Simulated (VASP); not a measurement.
Write the native input for VASP 6.6.1 that does the following.

- Task: relaxation of cell and atoms
- Functional: PBEsol
- Potentials or basis: VASP PAW PBE potentials, release 64 (B)
- Cutoff: 600 eV
- k mesh: 32 × 32 × 32
- Occupations: gaussian, width 0.1 eV
- Spin: no spin polarisation
- Dipole correction: no
- Further INCAR settings: ALGO = Normal; EDIFF = 1e-06; IBRION = 2; EDIFFG = -0.01; NSW = 100; ISIF = 3

The structure of B lies in POSCAR:

```
B
1.0
    0.0000000000      1.4277998759      1.4277998759
    1.4277998759      0.0000000000      1.4277998759
    1.4277998759      1.4277998759      0.0000000000
B
1
Direct
    0.0000000000      0.0000000000      0.0000000000
```

One way to write it, as run:

INCAR

```
  PREC = Accurate
  ENCUT = 600
  EDIFF = 1E-6
  ISMEAR = 0
  SIGMA = 0.1
  LREAL = False
  LASPH = True
  NELM = 80
  ALGO = Normal
  ISIF = 3
  LWAVE = False
  LCHARG = False
  GGA = PS
  IBRION = 2
  NSW = 100
  EDIFFG = -0.01
```

KPOINTS

```
Automatic mesh
0
Gamma
  32 32 32
```

Potentials or basis: VASP PAW PBE potentials, release 64 (B).

Run with:

```bash
$ cat potpaw_PBE.64/B/POTCAR > POTCAR
$ mpirun -np 1 vasp_std > vasp.out
```

It gave:

```
Relaxed volume                         : 5.84 Å³/atom
Relaxed cell                           : a = 2.021 Å, b = 2.021 Å, c = 2.021 Å, α = 60.00°, β = 60.00°, γ = 60.00°
Space group after relaxing (to 0.05 Å) : Fm-3m (No. 225)
Energy gained by relaxing              : 0.0 meV/atom
Ionic steps                            : 2
Pressure after relaxing                : -0.2 GPa
```

Caveat: the PAW data sets were made with another functional, which shifts forces and pressure a little.

It took 13 s on 1 thread of Intel(R) Xeon(R) Platinum 8259CL CPU @ 2.50GHz (Skylake/Cascade Lake), on a shared host, peak memory 0.14 GiB.
